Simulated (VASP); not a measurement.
Write the native input for VASP 6.6.1 that does the following.

```
Task                               : single point
Functional                         : r2SCAN0
Potentials or basis                : VASP PAW PBE potentials, release 64 (Mg, O)
Cutoff                             : 520 eV
k mesh                             : 6 × 6 × 6
Occupations                        : gaussian, width 0.01 eV
Spin                               : no spin polarisation
Dipole correction                  : no
Grid for exact exchange (PRECFOCK) : Normal
Further INCAR settings             : ALGO = Normal; EDIFF = 1e-06; NBANDS = 11
Share of exact exchange            : 0.25
```

MgO:

```
CELL_PARAMETERS angstrom
0.00000 2.28201 2.28201
2.28201 0.00000 2.28201
2.28201 2.28201 0.00000
ATOMIC_POSITIONS crystal
Mg 0.00000 0.00000 0.00000
O 0.25000 0.25000 0.25000
```

These files were run (other wordings do the same):

POSCAR

```
MgO
1.0
    0.0000000000      2.2820056617      2.2820056617
    2.2820056617      0.0000000000      2.2820056617
    2.2820056617      2.2820056617      0.0000000000
Mg O
1 1
Direct
    0.0000000000      0.0000000000      0.0000000000
    0.2500000000      0.2500000000      0.2500000000
```

INCAR.step1

```
PREC = Accurate
ENCUT = 520
EDIFF = 1E-5
ISMEAR = 0
SIGMA = 0.01
LREAL = F
LASPH = T
NELM = 60
ALGO = Normal
ISIF = 2
LWAVE = T
LCHARG = F
GGA = PE
NBANDS = 11
```

INCAR.step2

```
PREC = Accurate
ENCUT = 520
EDIFF = 1E-6
ISMEAR = 0
SIGMA = 0.01
LREAL = F
LASPH = T
NELM = 60
ALGO = Normal
ISIF = 2
LWAVE = F
LCHARG = F
METAGGA = R2SCAN
LHFCALC = T
AEXX = 0.25
LMIXTAU = T
PRECFOCK = Normal
ISTART = 1
NBANDS = 11
```

KPOINTS

```
Automatic mesh
0
Gamma
  6 6 6
```

Potentials or basis: VASP PAW PBE potentials, release 64 (Mg, O).

Run with:

```bash
$ cat potpaw_PBE.64/Mg/POTCAR potpaw_PBE.64/O/POTCAR > POTCAR
$ cp INCAR.step1 INCAR
$ mpirun -np 1 vasp_std > vasp.out
$ cp INCAR.step2 INCAR
$ mpirun -np 1 vasp_std > vasp.out
```

It gave:

| Item | Value |
| --- | --- |
| Pressure | -2.6 GPa |
| Band gap on the k mesh | 6.41 eV |

Caveat: the structure was generated, so it needn't be the stable form of MgO; the PAW data sets were made with another functional, which shifts forces and pressure a little.

Run time: 12 min on 1 thread of Intel(R) Xeon(R) Platinum 8259CL CPU @ 2.50GHz (Skylake/Cascade Lake), on a shared host, peak memory 0.16 GiB.
